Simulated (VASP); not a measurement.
A run of VASP 6.6.1:

Contents of INCAR:

```
  PREC = Accurate
  ENCUT = 590
  EDIFF = 1E-6
  ISMEAR = -1
  SIGMA = 0.05
  LREAL = False
  LASPH = True
  NELM = 200
  ALGO = Normal
  ISIF = 2
  LWAVE = False
  LCHARG = False
  ISPIN = 2
  MAGMOM = 2 2 2 0
  LORBIT = 11
  NUPDOWN = 6.0
  LMAXMIX = 4
  GGA = PS
  NBANDS = 40
  GGA_COMPAT = False
```

KPOINTS

```
Automatic mesh
0
Gamma
  6 6 6
```

POSCAR

```
AlNi3
1.0
    3.5230547267      0.0000000000      0.0000000000
    0.0000000000      3.5230547267      0.0000000000
    0.0000000000      0.0000000000      3.5230547267
Ni Al
3 1
Direct
    0.5000000000      0.5000000000      0.0000000000
    0.5000000000      0.0000000000      0.5000000000
    0.0000000000      0.5000000000      0.5000000000
    0.0000000000      0.0000000000      0.0000000000
```

Potentials or basis: VASP PAW PBE potentials, release 64 (Ni_sv_GW, Al).

Launch:

```console
$ cat potpaw_PBE.64/Ni_sv_GW/POTCAR potpaw_PBE.64/Al/POTCAR > POTCAR
$ mpirun -np 1 vasp_std > vasp.out
```

Hardware: 1 thread of Intel(R) Xeon(R) 6975P-C (Granite Rapids), on a shared host.

Problem. How long does it take, and how much memory?

Solution. It took 62 s on 1 thread of Intel(R) Xeon(R) 6975P-C (Granite Rapids), on a shared host, peak memory 0.22 GiB. Counts: scf iterations 16, k points 20.
